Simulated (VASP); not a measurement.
# Cr (I4/mmm) in VASP: further runs

Cr is run at these levels: LDA; tasks: single point.

All numbers are computed with VASP 6.6.1; they aren't measurements. Logs are shortened: lines on timing, memory, paths and dates and some standing lists are left out, and cuts for length are marked.

**1. The cell of the first run**

Symmetry: I4/mmm, No. 139, tetragonal system. Conventional cell: a = 2.213 Å, b = 2.213 Å, c = 3.978 Å, α = 90.00°, β = 90.00°, γ = 90.00°. Cr (site symmetry 4/mmm) has 12 Cr at 2.21 to 2.53 Å within 2.9 Å.

**2. Single point, LDA, collinear spin, antiferromagnetic start (volume scaled by 0.88)**

INCAR reads:

```
SYSTEM = Cr
PREC     = Accurate       ! precision mode
ENCUT    = 520            ! plane-wave cutoff, eV
EDIFF    = 1E-6           ! SCF threshold, eV
ISMEAR   = -1             ! smearing method
SIGMA    = 0.05           ! smearing width, eV
LREAL    = .False.        ! projectors in reciprocal space
LASPH    = .True.         ! aspherical terms in the spheres
NELM     = 150            ! most SCF steps
ALGO     = Normal         ! electronic algorithm
ISIF     = 2              ! what is computed and relaxed
LWAVE    = .False.        ! write WAVECAR
LCHARG   = .True.         ! write CHGCAR
ISPIN    = 2              ! spin polarisation
MAGMOM   = 1.5 -1.5       ! initial moments
LORBIT   = 11             ! projections on sites
LMAXMIX  = 4              ! l up to which the mixer works
LELF     = .True.         ! ELF
LVHAR    = .True.       
NBANDS   = 23             ! bands
```

KPOINTS reads:

```
regular mesh
0
Gamma
  15 15 9
  0 0 0
```

POSCAR reads:

```
Cr
1.0
    2.2134170027      0.0000000000      0.0000000000
    0.0000000000      2.2134170027      0.0000000000
    0.0000000000      0.0000000000      3.9783246293
Cr
2
Direct
    1.0000000000      0.0000000000      0.0000000000
    0.5000000000      0.5000000000      0.5000000000
```

Potentials or basis: VASP PAW LDA potentials, release 64 (Cr_pv).

Started as:

```sh
> cat potpaw_LDA.64/Cr_pv/POTCAR > POTCAR
> mpirun -np 1 vasp_std > vasp.out
```

OUTCAR:

```text
SYSTEM = Cr
   PREC = Accurate
   ENCUT = 520
   EDIFF = 1E-6
   ISMEAR = -1
   LREAL = .False.
   LASPH = .True.
   NELM = 150
   ISIF = 2
   ISPIN = 2
   LORBIT = 11

 ion  position               nearest neighbor table
   1  0.000  0.000  0.000-   2 2.53   2 2.53   2 2.53   2 2.53   2 2.53   2 2.53   2 2.53   2 2.53

   2  0.500  0.500  0.500-   1 2.53   1 2.53   1 2.53   1 2.53   1 2.53   1 2.53   1 2.53   1 2.53

  LATTYP: Found a simple tetragonal cell.
 ALAT       =     2.2134170027
 C/A-ratio  =     1.7973678816

  Lattice vectors:

 A1 = (   2.2134170027,   0.0000000000,   0.0000000000)
 A2 = (   0.0000000000,   2.2134170027,   0.0000000000)
 A3 = (   0.0000000000,   0.0000000000,   3.9783246293)

Analysis of symmetry for initial positions (statically):
=====================================================================
 Subroutine PRICEL returns following result:

  LATTYP: Found a body centered tetragonal cell.
 ALAT       =     2.2134170027
 C/A-ratio  =     1.7973678816

  Lattice vectors:

 A1 = (   1.1067085013,  -1.1067085013,  -1.9891623147)
 A2 = (  -1.1067085013,   1.1067085013,  -1.9891623146)
 A3 = (   1.1067085013,   1.1067085013,   1.9891623146)

   2 primitive cells build up your supercell.

 Routine SETGRP: Setting up the symmetry group for a
 simple tetragonal supercell.

 Subroutine GETGRP returns: Found 16 space group operations
 (whereof 16 operations were pure point group operations)
 out of a pool of 16 trial point group operations.

The static configuration has the point symmetry D_4h.

Analysis of symmetry for dynamics (positions and initial velocities):
=====================================================================
 Subroutine PRICEL returns following result:

  LATTYP: Found a body centered tetragonal cell.
 ALAT       =     2.2134170027
 C/A-ratio  =     1.7973678816

  Lattice vectors:

 A1 = (   1.1067085013,  -1.1067085013,  -1.9891623147)
 A2 = (  -1.1067085013,   1.1067085013,  -1.9891623146)
 A3 = (   1.1067085013,   1.1067085013,   1.9891623146)

   2 primitive cells build up your supercell.

 Routine SETGRP: Setting up the symmetry group for a
 simple tetragonal supercell.

 Subroutine GETGRP returns: Found 16 space group operations
 (whereof 16 operations were pure point group operations)
 out of a pool of 16 trial point group operations.

The dynamic configuration has the point symmetry D_4h.

Analysis of structural, dynamic, and magnetic symmetry:
=====================================================================
 Subroutine PRICEL returns following result:

  LATTYP: Found a body centered tetragonal cell.
 ALAT       =     2.2134170027
 C/A-ratio  =     1.7973678816

  Lattice vectors:

 A1 = (   1.1067085013,  -1.1067085013,  -1.9891623147)
 A2 = (  -1.1067085013,   1.1067085013,  -1.9891623146)
 A3 = (   1.1067085013,   1.1067085013,   1.9891623146)

   2 primitive cells build up your supercell.

 Routine SETGRP: Setting up the symmetry group for a
 simple tetragonal supercell.

 Subroutine GETGRP returns: Found 16 space group operations
 (whereof 16 operations were pure point group operations)
 out of a pool of 16 trial point group operations.

The overall configuration has the point symmetry D_4h.

 Subroutine INISYM returns: Found 16 space group operations
 (whereof 16 operations are pure point group operations),
 and found     2 'primitive' translations

----------------------------------------------------------------------------------------

                                     Primitive cell

  volume of cell :       9.7453

  direct lattice vectors                    reciprocal lattice vectors
     1.106708501 -1.106708501 -1.989162315     0.451790150  0.000000000 -0.251362092
    -1.106708501  1.106708501 -1.989162315    -0.000000000  0.451790150 -0.251362092
     1.106708501  1.106708501  1.989162315     0.451790150  0.451790150  0.000000000

  length of vectors
     2.531081612  2.531081612  2.531081612     0.517007970  0.517007970  0.638927758

  position of ions in fractional coordinates (direct lattice)
     0.000000000  0.000000000  0.000000000

  ion indices of the primitive-cell ions
   primitive index   ion index
                 1           1

----------------------------------------------------------------------------------------

 KPOINTS: regular mesh

Automatic generation of k-mesh.
 Grid dimensions read from file:
 generate k-points for:   15   15    9

 Generating k-lattice:

  Cartesian coordinates                     Fractional coordinates (reciprocal lattice)
     0.030119343  0.000000000  0.000000000     0.066666667  0.000000000  0.000000000
     0.000000000  0.030119343  0.000000000     0.000000000  0.066666667  0.000000000
     0.000000000  0.000000000  0.027929121     0.000000000  0.000000000  0.111111111

  Length of vectors
     0.030119343  0.030119343  0.027929121

  Shift w.r.t. Gamma in fractional coordinates (k-lattice)
     0.000000000  0.000000000  0.000000000

 Subroutine IBZKPT returns following result:
 ===========================================

 Found    180 irreducible k-points:

 Following reciprocal coordinates:
            Coordinates               Weight
  0.000000  0.000000  0.000000      1.000000
  0.066667  0.000000  0.000000      4.000000
  0.133333  0.000000  0.000000      4.000000
  0.200000  0.000000  0.000000      4.000000
  0.266667  0.000000  0.000000      4.000000
  0.333333  0.000000  0.000000      4.000000
[... 16 lines left out ...]
  0.266667  0.200000  0.000000      8.000000
  0.333333  0.200000  0.000000      8.000000
 [... further k-points ...]
   k-points           NKPTS =    180   k-points in BZ     NKDIM =    180   number of bands    NBANDS=     23
   number of dos      NEDOS =    301   number of ions     NIONS =      2
   total plane-waves  NPLWV =   7680
   dimension x,y,z NGX =    16 NGY =   16 NGZ =   30
   dimension x,y,z NGXF=    32 NGYF=   32 NGZF=   60
   ions per type =               2
   NGX,Y,Z   is equivalent  to a cutoff of  12.02, 12.02, 12.54 a.u.
   NGXF,Y,Z  is equivalent  to a cutoff of  24.03, 24.03, 25.07 a.u.
 SYSTEM =  Cr
   PREC   = accura    normal or accurate (medium, high low for compatibility)
   ISTART =      0    job   : 0-new  1-cont  2-samecut
   ICHARG =      2    charge: 1-file 2-atom 10-const
   ISPIN  =      2    spin polarized calculation?
   LNONCOLLINEAR =      F non collinear calculations
   LSORBIT =      F    spin-orbit coupling
   LASPH  =      T    aspherical Exc in radial PAW
   ENCUT  =  520.0 eV  38.22 Ry    6.18 a.u.   4.12  4.12  7.40*2*pi/ulx,y,z
   NELM   =    150;   NELMIN=  2; NELMDL= -5     # of ELM steps
   EDIFF  = 0.1E-05   stopping-criterion for ELM
   LREAL  =      F    real-space projection
   EDIFFG = 0.1E-04   stopping-criterion for IOM
   NSW    =      0    number of steps for IOM
   IBRION =     -1    ionic relax: 0-MD 1-quasi-New 2-CG
   NFREE  =      0    steps in history (QN), initial steepest desc. (CG)
   ISIF   =      2    stress and relaxation
   ISYM   =      2    0-nonsym 1-usesym 2-fastsym
   POTIM  = 0.5000    time-step for ionic-motion
   TEBEG  =    0.0;   TEEND  =   0.0 temperature during run
   PSTRESS=    0.0 pullay stress
   NELECT =      24.0000    total number of electrons
   NUPDOWN=      -1.0000    fix difference up-down
   EMIN   =  10.00;   EMAX   =-10.00  energy-range for DOS
   EFERMI =   0.00;   METHOD = LEGACY
   ISMEAR =    -1;   SIGMA  =   0.05  broadening in eV -4-tet -1-fermi 0-gaus
   EFERMI_NEDOS =   21; number of points for ismear=-14 and -15
   IALGO  =     38    algorithm
   IMIX   =      4    mixing-type and parameters
     AMIX     =   0.40;   BMIX     =  1.00
     AMIX_MAG =   1.60;   BMIX_MAG =  1.00
  volume/ion in A,a.u.               =       9.75        65.76
  Fermi-wavevector in a.u.,A,eV,Ry     =   1.754701  3.315903 41.891985  3.078974
  Thomas-Fermi vector in A             =   2.824590
   LORBIT       =     11    0 simple, 1 ext, 2 COOP (PROOUT), +10 PAW based schemes
   GGA     = CA    functional components
   LHFCALC =     F    Hartree Fock is set to
   AEXX    =    0.0000 exact exchange contribution
   IVDW    =     0    specifies the selected vdW correction
   LEPSILON=     F    determine dielectric tensor
   LRPA    =     F    only Hartree local field effects (RPA)
 spin polarized calculation
  energy-cutoff  :      520.00
  volume of cell :       19.49
 maximum number of plane-waves:       536
   NGX =  9   NGY =  9   NGZ = 15

 number of electron      24.0000005 magnetization       0.0000000

 number of electron      24.0000005 magnetization      -0.0000000

 Free energy of the ion-electron system (eV)
  ---------------------------------------------------
  ext. energy  EPLUGINS =         0.00000000
  ---------------------------------------------------
  free energy    TOTEN  =       -20.36461212 eV

  energy without entropy =      -20.34935765  energy(sigma->0) =      -20.35698489

 E-fermi :  13.5361     XC(G=0): -14.9997

 val. band max:       13.5344722440   @ k =   0.1333   0.0667   0.2222
 cond. band min:      13.5467512573   @ k =   0.4667   0.2000   0.3333
 fundamental gap:      0.0122790133
 Fermi energy:        13.5360527374

 spin component 1

 k-point     1 :       0.0000    0.0000    0.0000
  band No.  band energies     occupation
      1     -29.9780      1.00000
      2     -28.7548      1.00000
      3     -28.6125      1.00000
      4     -28.6125      1.00000
      5     -28.3872      1.00000
      6     -28.3872      1.00000
[... 613 lines left out ...]
     22      26.5790      0.00000
     23      32.1849      0.00000

 [... further k-points ...]

 spin component 2

 k-point     1 :       0.0000    0.0000    0.0000
  band No.  band energies     occupation
      1     -29.9780      1.00000
      2     -28.7548      1.00000
      3     -28.6125      1.00000
      4     -28.6125      1.00000
      5     -28.3872      1.00000
      6     -28.3872      1.00000
[... 613 lines left out ...]
     22      26.5790      0.00000
     23      32.1849      0.00000

 [... further k-points ...]
[... 5 lines left out ...]
  --------------------------------------------------------------------------------------
  -------------------------------------------------------------------------------------
  Total        5.7240466      5.7240466      5.8862788      0.0000000     -0.0000000     -0.0000000
  in kB      470.5297000    470.5297000    483.8655553      0.0000000     -0.0000000     -0.0000000
  external PRESSURE =     474.9749851 kB  Pullay stress =       0.0000000 kB

 VOLUME and BASIS-vectors are now :
 -----------------------------------------------------------------------------
  energy-cutoff  :      520.00
  volume of cell :       19.49
      direct lattice vectors                 reciprocal lattice vectors
     2.213417003  0.000000000  0.000000000     0.451790150  0.000000000  0.000000000
     0.000000000  2.213417003  0.000000000     0.000000000  0.451790150  0.000000000
     0.000000000  0.000000000  3.978324629     0.000000000  0.000000000  0.251362092

 POSITION                                       TOTAL-FORCE (eV/Angst)
 -----------------------------------------------------------------------------------
      0.00000      0.00000      0.00000         0.000000      0.000000      0.000000
      1.10671      1.10671      1.98916        -0.000000     -0.000000     -0.000000
 -----------------------------------------------------------------------------------
    total drift:                                0.000000      0.000000      0.000000

  FREE ENERGIE OF THE ION-ELECTRON SYSTEM (eV)
  ---------------------------------------------------
  free  energy   TOTEN  =       -20.3646121182 eV

  energy  without entropy=      -20.3493576534  energy(sigma->0) =      -20.35698489

 total charge

# of ion       s       p       d       tot
------------------------------------------
    1        0.487   6.500   4.536  11.523
    2        0.487   6.500   4.536  11.523
--------------------------------------------------
tot          0.973  13.000   9.072  23.046

 magnetization (x)

# of ion       s       p       d       tot
------------------------------------------
    1        0.000   0.000  -0.000  -0.000
    2       -0.000  -0.000   0.000   0.000
--------------------------------------------------
tot          0.000   0.000   0.000   0.000
```

Run time: 69 s. Hardware: 1 thread of Intel Xeon Platinum 8259CL at 2.50GHz (Skylake/Cascade Lake), shared host; peak memory 0.2 GiB.

Results:

| Item | Value |
| --- | --- |
| Free energy | -20.3646 eV |
| Pressure | 47.5 GPa |
| Band gap on the k mesh | zero (filled and empty bands overlap) |
| Net moment | 0.00 μB per cell |
| Valence electrons inside the program's atomic spheres | Cr 11.52 |

Stress tensor (GPa, compression positive):
```
47.05  0.00  0.00
 0.00 47.05  0.00
 0.00  0.00 48.39
```

Caveat: the starting moments collapsed, and a magnetic state may lie lower.

**3. Single point, LDA, collinear spin, antiferromagnetic start (volume scaled by 0.92)**

INCAR reads:

```
PREC = Accurate
ENCUT = 520
EDIFF = 1E-6
ISMEAR = -1
SIGMA = 0.05
LREAL = False
LASPH = True
NELM = 150
ALGO = Normal
ISIF = 2
LWAVE = False
LCHARG = False
ISPIN = 2
MAGMOM = 1.5 -1.5
LORBIT = 11
LMAXMIX = 4
GGA = CA
NBANDS = 23
```

KPOINTS reads:

```
regular mesh
0
Gamma
  15 15 9
```

POSCAR reads:

```
Cr
1.0
    2.2464579485      0.0000000000      0.0000000000
    0.0000000000      2.2464579485      0.0000000000
    0.0000000000      0.0000000000      4.0377113643
Cr
2
Direct
    1.0000000000      0.0000000000      0.0000000000
    0.5000000000      0.5000000000      0.5000000000
```

Potentials or basis: VASP PAW LDA potentials, release 64 (Cr_pv).

Started as:

```sh
> cat potpaw_LDA.64/Cr_pv/POTCAR > POTCAR
> mpirun -np 1 vasp_std > vasp.out
```

Wall time 1.7 min (1 thread of Intel Xeon Platinum 8259CL at 2.50GHz (Skylake/Cascade Lake), shared host); peak memory 0.21 GiB.

Results (log left out):

```yaml
Free_energy: -20.5728 eV
Pressure: 28.2 GPa
Band_gap_on_the_k_mesh: zero (filled and empty bands overlap)
Net_moment: 0.00 μB per cell
Valence_electrons_inside_the_program's_atomic_spheres: Cr 11.40
```

Stress tensor (GPa, compression positive):
```
27.61  0.00  0.00
 0.00 27.61  0.00
 0.00  0.00 29.39
```

Levels at points of the mesh, in eV from the Fermi level:
Spin up:
```csv
k point,band 9,band 10,band 11,band 12,band 13,band 14,band 15,band 16
"(0.00, 0.00, 0.00)",-4.26,-2.66,-0.90,0.16,0.16,0.60,2.49,2.84
```
Spin down:
| k point | band 10 | band 11 | band 12 | band 13 | band 14 | band 15 |
| --- | --- | --- | --- | --- | --- | --- |
| (0.00, 0.00, 0.00) | -2.66 | -0.90 | 0.16 | 0.16 | 0.60 | 2.49 |

Caveat: the starting moments collapsed, and a magnetic state may lie lower.

(Continued in part 2 of 2.)
